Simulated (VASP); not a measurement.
# Sc3BAu (P6_3/mmc) in VASP: notebook

Sc3BAu is run at these levels: PBE; tasks: single point, relaxation of cell and atoms.

Everything below comes from runs of VASP 6.6.1. Logs are shortened: lines on timing, memory, paths and dates and some standing lists are left out, and cuts for length are marked.

## (1) The cell of the first run

Symmetry: P6_3/mmc, No. 194, hexagonal system. Conventional cell: a = 6.811 Å, b = 6.811 Å, c = 4.622 Å, α = 90.00°, β = 90.00°, γ = 120.00°. Sc (site symmetry mm2) has 2 B at 2.38 Å and 4 Au at 2.96 to 3.41 Å and 8 Sc at 3.11 to 3.61 Å within 3.7 Å. B (site symmetry -3m) has 2 B at 2.31 Å and 6 Sc at 2.38 Å within 3.1 Å. Au (site symmetry -6m2) has 12 Sc at 2.96 to 3.41 Å within 3.9 Å.

## (2) Single point, PBE

INCAR

```
SYSTEM = Sc3BAu
PREC     = Accurate       ! precision mode
ENCUT    = 520            ! plane-wave cutoff, eV
EDIFF    = 1E-7           ! SCF threshold, eV
ISMEAR   = 0              ! smearing method
SIGMA    = 0.1            ! smearing width, eV
LREAL    = .FALSE.        ! projectors in reciprocal space
LASPH    = .TRUE.         ! aspherical terms in the spheres
NELM     = 80             ! most SCF steps
ALGO     = Fast           ! electronic algorithm
ISIF     = 2              ! what is computed and relaxed
LWAVE    = .FALSE.        ! write WAVECAR
LCHARG   = .FALSE.        ! write CHGCAR
GGA      = PE             ! functional
NBANDS   = 58             ! bands
```

KPOINTS

```
regular mesh
0
G
  3 3 4
  0 0 0
```

POSCAR

```
Sc3BAu
1.0
    6.8113814880      0.0000000000      0.0000000000
   -3.4056907440      5.8988294035      0.0000000000
    0.0000000000      0.0000000000      4.6219000232
Sc B Au
6 2 2
Direct
    0.8233295321      0.6466590642      0.7500000000
    0.3533409358      0.1766704679      0.7500000000
    0.8233295321      0.1766704679      0.7500000000
    0.1766704679      0.3533409358      0.2500000000
    0.6466590642      0.8233295321      0.2500000000
    0.1766704679      0.8233295321      0.2500000000
    0.0000000000      0.0000000000      0.0000000000
    0.0000000000      0.0000000000      0.5000000000
    0.3333333333      0.6666666667      0.7500000000
    0.6666666667      0.3333333333      0.2500000000
```

Potentials or basis: VASP PAW PBE potentials, release 64 (Sc_sv, B, Au).

On the command line:

```sh
$ cat potpaw_PBE.64/Sc_sv/POTCAR potpaw_PBE.64/B/POTCAR potpaw_PBE.64/Au/POTCAR > POTCAR
$ mpirun -np 1 vasp_std > vasp.out
```

OUTCAR:

```text
SYSTEM = Sc3BAu
   PREC = Accurate
   ENCUT = 520
   EDIFF = 1E-7
   ISMEAR = 0
   LREAL = .FALSE.
   LASPH = .TRUE.
   NELM = 80
   ISIF = 2
   GGA = PE

 ion  position               nearest neighbor table
   1  0.823  0.647  0.750-   7 2.38   8 2.38  10 2.96  10 2.96   5 3.11   5 3.11   6 3.11   6 3.11
                             2 3.20   3 3.20   9 3.41   9 3.41
   2  0.353  0.177  0.750-   7 2.38   8 2.38  10 2.96  10 2.96   4 3.11   4 3.11   6 3.11   6 3.11
                             3 3.20   1 3.20   9 3.41   9 3.41
   3  0.823  0.177  0.750-   7 2.38   8 2.38  10 2.96  10 2.96   4 3.11   4 3.11   5 3.11   5 3.11
                             2 3.20   1 3.20   9 3.41   9 3.41
   4  0.177  0.353  0.250-   7 2.38   8 2.38   9 2.96   9 2.96   2 3.11   2 3.11   3 3.11   3 3.11
                             5 3.20   6 3.20  10 3.41  10 3.41
   5  0.647  0.823  0.250-   7 2.38   8 2.38   9 2.96   9 2.96   1 3.11   1 3.11   3 3.11   3 3.11
                             6 3.20   4 3.20  10 3.41  10 3.41
   6  0.177  0.823  0.250-   7 2.38   8 2.38   9 2.96   9 2.96   1 3.11   1 3.11   2 3.11   2 3.11
                             5 3.20   4 3.20  10 3.41  10 3.41
   7  0.000  0.000  0.000-   2 2.38   5 2.38   3 2.38   6 2.38   1 2.38   4 2.38
   8  0.000  0.000  0.500-   2 2.38   5 2.38   3 2.38   6 2.38   1 2.38   4 2.38
   9  0.333  0.667  0.750-   6 2.96   6 2.96   5 2.96   5 2.96   4 2.96   4 2.96   1 3.41   2 3.41
                             3 3.41   3 3.41   1 3.41   2 3.41
  10  0.667  0.333  0.250-   3 2.96   3 2.96   2 2.96   2 2.96   1 2.96   1 2.96   4 3.41   5 3.41
                             6 3.41   6 3.41   4 3.41   5 3.41

  LATTYP: Found a hexagonal cell.
 ALAT       =     6.8113814880
 C/A-ratio  =     0.6785554489

  Lattice vectors:

 A1 = (   6.8113814880,   0.0000000000,   0.0000000000)
 A2 = (  -3.4056907440,   5.8988294035,   0.0000000000)
 A3 = (   0.0000000000,   0.0000000000,   4.6219000232)

Analysis of symmetry for initial positions (statically):
=====================================================================
 Subroutine PRICEL returns:
 Original cell was already a primitive cell.

 Routine SETGRP: Setting up the symmetry group for a
 hexagonal supercell.

 Subroutine GETGRP returns: Found 24 space group operations
 (whereof 12 operations were pure point group operations)
 out of a pool of 24 trial point group operations.

The static configuration has the point symmetry D_3d.
 The point group associated with its full space group is D_6h.

Analysis of symmetry for dynamics (positions and initial velocities):
=====================================================================
 Subroutine PRICEL returns:
 Original cell was already a primitive cell.

 Routine SETGRP: Setting up the symmetry group for a
 hexagonal supercell.

 Subroutine GETGRP returns: Found 24 space group operations
 (whereof 12 operations were pure point group operations)
 out of a pool of 24 trial point group operations.

The dynamic configuration has the point symmetry D_3d.
 The point group associated with its full space group is D_6h.

 Subroutine INISYM returns: Found 24 space group operations
 (whereof 12 operations are pure point group operations),
 and found     1 'primitive' translations

----------------------------------------------------------------------------------------

                                     Primitive cell

  volume of cell :     185.7041

  direct lattice vectors                    reciprocal lattice vectors
     6.811381488  0.000000000  0.000000000     0.146813095  0.084762580  0.000000000
    -3.405690744  5.898829403  0.000000000     0.000000000  0.169525160  0.000000000
     0.000000000  0.000000000  4.621900023     0.000000000  0.000000000  0.216361236

  length of vectors
     6.811381488  6.811381488  4.621900023     0.169525160  0.169525160  0.216361236

  position of ions in fractional coordinates (direct lattice)
     0.823329532  0.646659064  0.750000000
     0.353340936  0.176670468  0.750000000
     0.823329532  0.176670468  0.750000000
     0.176670468  0.353340936  0.250000000
     0.646659064  0.823329532  0.250000000
     0.176670468  0.823329532  0.250000000
     0.000000000  0.000000000  0.000000000
     0.000000000  0.000000000  0.500000000
     0.333333333  0.666666667  0.750000000
     0.666666667  0.333333333  0.250000000

  ion indices of the primitive-cell ions
   primitive index   ion index
                 1           1
                 2           2
                 3           3
                 4           4
                 5           5
                 6           6
                 7           7
                 8           8
                 9           9
                10          10

----------------------------------------------------------------------------------------

 KPOINTS: regular mesh

Automatic generation of k-mesh.
 Grid dimensions read from file:
 generate k-points for:    3    3    4

 Generating k-lattice:

  Cartesian coordinates                     Fractional coordinates (reciprocal lattice)
     0.048937698  0.028254193  0.000000000     0.333333333 -0.000000000  0.000000000
     0.000000000  0.056508387  0.000000000     0.000000000  0.333333333  0.000000000
     0.000000000  0.000000000  0.054090309     0.000000000  0.000000000  0.250000000

  Length of vectors
     0.056508387  0.056508387  0.054090309

  Shift w.r.t. Gamma in fractional coordinates (k-lattice)
     0.000000000  0.000000000  0.000000000

 Subroutine IBZKPT returns following result:
 ===========================================

 Found      9 irreducible k-points:

 Following reciprocal coordinates:
            Coordinates               Weight
  0.000000  0.000000  0.000000      1.000000
  0.333333  0.000000  0.000000      6.000000
  0.333333  0.333333  0.000000      2.000000
  0.000000  0.000000  0.250000      2.000000
  0.333333  0.000000  0.250000     12.000000
  0.333333  0.333333  0.250000      4.000000
  0.000000  0.000000  0.500000      1.000000
  0.333333  0.000000  0.500000      6.000000
  0.333333  0.333333  0.500000      2.000000
   k-points           NKPTS =      9   k-points in BZ     NKDIM =      9   number of bands    NBANDS=     58
   number of dos      NEDOS =    301   number of ions     NIONS =     10
   total plane-waves  NPLWV = 104976
   dimension x,y,z NGX =    54 NGY =   54 NGZ =   36
   dimension x,y,z NGXF=   108 NGYF=  108 NGZF=   72
   ions per type =               6   2   2
   NGX,Y,Z   is equivalent  to a cutoff of  13.18, 13.18, 12.95 a.u.
   NGXF,Y,Z  is equivalent  to a cutoff of  26.36, 26.36, 25.90 a.u.
 SYSTEM =  Sc3BAu
   PREC   = accura    normal or accurate (medium, high low for compatibility)
   ISTART =      0    job   : 0-new  1-cont  2-samecut
   ICHARG =      2    charge: 1-file 2-atom 10-const
   ISPIN  =      1    spin polarized calculation?
   LNONCOLLINEAR =      F non collinear calculations
   LSORBIT =      F    spin-orbit coupling
   LASPH  =      T    aspherical Exc in radial PAW
   ENCUT  =  520.0 eV  38.22 Ry    6.18 a.u.  12.66 12.66  8.59*2*pi/ulx,y,z
   NELM   =     80;   NELMIN=  2; NELMDL= -5     # of ELM steps
   EDIFF  = 0.1E-06   stopping-criterion for ELM
   LREAL  =      F    real-space projection
   EDIFFG = 0.1E-05   stopping-criterion for IOM
   NSW    =      0    number of steps for IOM
   IBRION =     -1    ionic relax: 0-MD 1-quasi-New 2-CG
   NFREE  =      0    steps in history (QN), initial steepest desc. (CG)
   ISIF   =      2    stress and relaxation
   ISYM   =      2    0-nonsym 1-usesym 2-fastsym
   POTIM  = 0.5000    time-step for ionic-motion
   TEBEG  =    0.0;   TEEND  =   0.0 temperature during run
   PSTRESS=    0.0 pullay stress
   NELECT =      94.0000    total number of electrons
   NUPDOWN=      -1.0000    fix difference up-down
   EMIN   =  10.00;   EMAX   =-10.00  energy-range for DOS
   EFERMI =   0.00;   METHOD = LEGACY
   ISMEAR =     0;   SIGMA  =   0.10  broadening in eV -4-tet -1-fermi 0-gaus
   EFERMI_NEDOS =   21; number of points for ismear=-14 and -15
   IALGO  =     68    algorithm
   IMIX   =      4    mixing-type and parameters
     AMIX     =   0.40;   BMIX     =  1.00
     AMIX_MAG =   1.60;   BMIX_MAG =  1.00
  volume/ion in A,a.u.               =      18.57       125.32
  Fermi-wavevector in a.u.,A,eV,Ry     =   1.304699  2.465523 23.160366  1.702239
  Thomas-Fermi vector in A             =   2.435617
   LORBIT       =      0    0 simple, 1 ext, 2 COOP (PROOUT), +10 PAW based schemes
   GGA     = PE    functional components
   LHFCALC =     F    Hartree Fock is set to
   AEXX    =    0.0000 exact exchange contribution
   IVDW    =     0    specifies the selected vdW correction
   LEPSILON=     F    determine dielectric tensor
   LRPA    =     F    only Hartree local field effects (RPA)
 non-spin polarized calculation
 RMM-DIIS sequential band-by-band and
 Gauss-broadening in eV      SIGMA  =   0.10
  energy-cutoff  :      520.00
  volume of cell :      185.70
 maximum number of plane-waves:      5057
 NGX is ok and might be reduce to    50
   NGX = 25   NGY = 25   NGZ = 17

 number of electron      93.9999994 magnetization

 Free energy of the ion-electron system (eV)
  ---------------------------------------------------
  ext. energy  EPLUGINS =         0.00000000
  ---------------------------------------------------
  free energy    TOTEN  =       -61.37798634 eV

  energy without entropy =      -61.33379809  energy(sigma->0) =      -61.35589222

 E-fermi :   5.0961     XC(G=0): -10.7578

 val. band max:        5.0762734114   @ k =   0.0000   0.0000   0.5000
 cond. band min:       5.1004974627   @ k =   0.0000   0.0000   0.2500
 fundamental gap:      0.0242240513
 Fermi energy:         5.0960833965

 k-point     1 :       0.0000    0.0000    0.0000
  band No.  band energies     occupation
      1     -44.1987      2.00000
      2     -44.1565      2.00000
      3     -44.1565      2.00000
      4     -44.1267      2.00000
      5     -44.1212      2.00000
      6     -44.1212      2.00000
[... 50 lines left out ...]
     57       7.5943      0.00000
     58       7.6277      0.00000

 k-point     2 :       0.3333    0.0000    0.0000
  band No.  band energies     occupation
      1     -44.1893      2.00000
      2     -44.1668      2.00000
      3     -44.1567      2.00000
      4     -44.1358      2.00000
      5     -44.1210      2.00000
      6     -44.1112      2.00000
[... 50 lines left out ...]
     57       7.3274      0.00000
     58       7.5646      0.00000

 k-point     3 :       0.3333    0.3333    0.0000
  band No.  band energies     occupation
      1     -44.1793      2.00000
      2     -44.1688      2.00000
      3     -44.1688      2.00000
      4     -44.1280      2.00000
      5     -44.1280      2.00000
      6     -44.1079      2.00000
[... 301 lines left out ...]
      3     -44.1417      2.00000
      4     -44.1417      2.00000
      5     -44.1388      2.00000
      6     -44.1388      2.00000
[... 50 lines left out ...]
     57       7.2348      0.00000
     58       7.3790      0.00000

 k-point     9 :       0.3333    0.3333    0.5000
  band No.  band energies     occupation
      1     -44.1577      2.00000
      2     -44.1577      2.00000
      3     -44.1436      2.00000
      4     -44.1436      2.00000
      5     -44.1388      2.00000
      6     -44.1388      2.00000
[... 50 lines left out ...]
     57       7.0390      0.00000
     58       7.0840      0.00000

------------------------ aborting loop because EDIFF is reached ----------------------------------------

  FORCE on cell =-STRESS in cart. coord.  units (eV):
  Direction    XX          YY          ZZ          XY          YZ          ZX
  --------------------------------------------------------------------------------------
  -------------------------------------------------------------------------------------
  Total        0.1146061      0.1146061     -0.0970750      0.0000000      0.0000000      0.0000000
  in kB        0.9887736      0.9887736     -0.8375228      0.0000000      0.0000000      0.0000000
  external PRESSURE =       0.3800081 kB  Pullay stress =       0.0000000 kB

 VOLUME and BASIS-vectors are now :
 -----------------------------------------------------------------------------
  energy-cutoff  :      520.00
  volume of cell :      185.70
      direct lattice vectors                 reciprocal lattice vectors
     6.811381488  0.000000000  0.000000000     0.146813095  0.084762580  0.000000000
    -3.405690744  5.898829403  0.000000000     0.000000000  0.169525160  0.000000000
     0.000000000  0.000000000  4.621900023     0.000000000  0.000000000  0.216361236

 POSITION                                       TOTAL-FORCE (eV/Angst)
 -----------------------------------------------------------------------------------
      3.40569      3.81453      3.46643        -0.000000     -0.024019      0.000000
      1.80505      1.04215      3.46643         0.020801      0.012009     -0.000000
      5.00633      1.04215      3.46643        -0.020801      0.012009      0.000000
      0.00000      2.08430      1.15548         0.000000      0.024019     -0.000000
      1.60064      4.85668      1.15548        -0.020801     -0.012009      0.000000
     -1.60064      4.85668      1.15548         0.020801     -0.012009      0.000000
      0.00000      0.00000      0.00000        -0.000000      0.000000      0.000000
      0.00000      0.00000      2.31095        -0.000000      0.000000      0.000000
     -0.00000      3.93255      3.46643        -0.000000      0.000000      0.000000
      3.40569      1.96628      1.15548         0.000000     -0.000000      0.000000
 -----------------------------------------------------------------------------------
    total drift:                               -0.000000      0.000000      0.000000

  FREE ENERGIE OF THE ION-ELECTRON SYSTEM (eV)
  ---------------------------------------------------
  free  energy   TOTEN  =       -61.3779863386 eV

  energy  without entropy=      -61.3337980934  energy(sigma->0) =      -61.35589222
```

It took 2.5 min on 1 thread of AMD EPYC 9R45 (Zen 5), shared host; peak memory 0.33 GiB.

What came out:

| Property | Result |
| --- | --- |
| Free energy | -61.3780 eV |
| Pressure | 0.0 GPa |
| Largest force | 0.024 eV/Å |
| Band gap on the k mesh | zero (bands 47 and 48 overlap by 0.43 eV) |

Forces on the atoms (eV/Å):
```
Sc   0.000 -0.024  0.000
Sc   0.021  0.012  0.000
Sc  -0.021  0.012  0.000
Sc   0.000  0.024  0.000
Sc  -0.021 -0.012  0.000
Sc   0.021 -0.012  0.000
B    0.000  0.000  0.000
B    0.000  0.000  0.000
Au   0.000  0.000  0.000
Au   0.000  0.000  0.000
```

Levels at points of the mesh, in eV from the Fermi level:
```tsv
k point	band 45	band 46	band 47	band 48	band 49	band 50
(0.00, 0.00, 0.00)	-0.50	0.30	0.30	0.56	0.82	0.82
(0.00, 0.00, 0.50)	-0.02	-0.02	-0.02	-0.02	0.45	0.45
```

Caveat: spin-orbit coupling is left out, which moves the levels of the heavy elements.

## (3) Single point, PBE

This run uses another cell than the first one, of 25.00 Å³/atom.

INCAR

```
ALGO = Fast ; EDIFF = 1E-6
ENCUT = 520 ; GGA = PE
ISIF = 2 ; ISMEAR = 0
LASPH = True ; LCHARG = True
LELF = True ; LREAL = False
LVHAR = True ; LWAVE = False
NBANDS = 58 ; NELM = 60
PREC = Accurate ; SIGMA = 0.1
```

KPOINTS

```
k-points
0
Gamma
  3 3 4
```

POSCAR

```
Sc3BAu
1.0
    7.0042500000      0.0000000000      0.0000000000
   -3.5021250000      6.0658584300      0.0000000000
    0.0000000000      0.0000000000      5.8835700000
Sc B Au
6 2 2
Direct
    0.8333333300      0.6666666700      0.7500000000
    0.3333333300      0.1666666700      0.7500000000
    0.8333333300      0.1666666700      0.7500000000
    0.1666666700      0.3333333300      0.2500000000
    0.6666666700      0.8333333300      0.2500000000
    0.1666666700      0.8333333300      0.2500000000
    0.0000000000      0.0000000000      0.0000000000
    0.0000000000      0.0000000000      0.5000000000
    0.3333333300      0.6666666700      0.7500000000
    0.6666666700      0.3333333300      0.2500000000
```

Potentials or basis: VASP PAW PBE potentials, release 64 (Sc_sv, B, Au).

On the command line:

```sh
$ cat potpaw_PBE.64/Sc_sv/POTCAR potpaw_PBE.64/B/POTCAR potpaw_PBE.64/Au/POTCAR > POTCAR
$ mpirun -np 1 vasp_std > vasp.out
```

Run time: 3.2 min. Hardware: 1 thread of AMD EPYC 9R45 (Zen 5), shared host; peak memory 0.39 GiB.

The run converged. Its results:

```
Free energy            : -58.0223 eV
Pressure               : -12.7 GPa
Largest force          : 0.886 eV/Å
Band gap on the k mesh : zero (bands 47 and 48 overlap by 0.60 eV)
```

Forces in eV/Å, atoms in the order of the input:
```
Sc   0.000  0.886  0.000
Sc  -0.767 -0.443  0.000
Sc   0.767 -0.443  0.000
Sc   0.000 -0.886  0.000
Sc   0.767  0.443  0.000
Sc  -0.767  0.443  0.000
B    0.000  0.000  0.000
B    0.000  0.000  0.000
Au   0.000  0.000  0.000
Au   0.000  0.000  0.000
```

Stress tensor (GPa, compression positive):
```
-11.58   0.00   0.00
  0.00 -11.58   0.00
  0.00   0.00 -14.96
```

Levels at points of the mesh, in eV from the Fermi level:
```
           k point  band 44  band 45  band 46  band 47  band 48  band 49  band 50  band 51
(0.00, 0.00, 0.00)    -0.52    -0.52    -0.28     0.22     0.24     0.24     0.28     0.62
(0.00, 0.00, 0.50)    -1.08    -0.43    -0.43     0.18     0.18     0.18     0.18     0.72
```

Caveat: the cell stands under tension; spin-orbit coupling is left out, which moves the levels of the heavy elements.

[end of part 1 of 2]

The gap in the log of VASP goes by the Fermi energy; the results here count the filled bands.